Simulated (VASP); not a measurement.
Input of a VASP 6.6.1 run:

Contents of INCAR:

```
SYSTEM = Mg2ZnO3
PREC = Accurate ; ENCUT = 520
EDIFF = 1E-6 ; ISMEAR = -1
SIGMA = 0.02 ; LREAL = .False.
LASPH = .True. ; NELM = 80
ALGO = Normal ; ISIF = 2
LWAVE = .False. ; LCHARG = .True.
GGA = PS ; LELF = .True.
LVHAR = .True. ; NBANDS = 26
```

File KPOINTS:

```
regular mesh
0
Gamma
  12 12 4
  0 0 0
```

Contents of POSCAR:

```
Mg2ZnO3
1.0
    2.9968557510      0.0000000000      0.0000000000
   -1.4984278755      2.5953532119      0.0000000000
    0.0000000000      0.0000000000      7.3066922548
Mg Zn O
2 1 3
Direct
    0.3333333333      0.6666666667      0.6663172619
    0.6666666667      0.3333333333      0.3336827381
    0.0000000000      0.0000000000      0.0000000000
    0.3333333333      0.6666666667      0.1711951613
    0.6666666667      0.3333333333      0.8288048387
    0.0000000000      0.0000000000      0.5000000000
```

Potentials or basis: VASP PAW PBE potentials, release 64 (Mg, Zn, O).

Launch:

```bash
$ cat potpaw_PBE.64/Mg/POTCAR potpaw_PBE.64/Zn/POTCAR potpaw_PBE.64/O/POTCAR > POTCAR
$ mpirun -np 1 vasp_std > vasp.out
```

Task: What does it give for the largest force?

Result: 0.074 eV/Å.

Task: Predict the pressure.

Result: 0.1 GPa.

Task: Estimate the band gap on the k mesh.

Result: 3.04 eV (least direct gap 3.13 eV).

Forces in eV/Å, atoms in the order of the input:
```
Mg   0.000  0.000 -0.003
Mg   0.000  0.000  0.003
Zn   0.000  0.000  0.000
O    0.000  0.000  0.074
O    0.000  0.000 -0.074
O    0.000  0.000  0.000
```

Caveat: the PAW data sets were made with another functional, which shifts forces and pressure a little. A k mesh can miss the band edges.
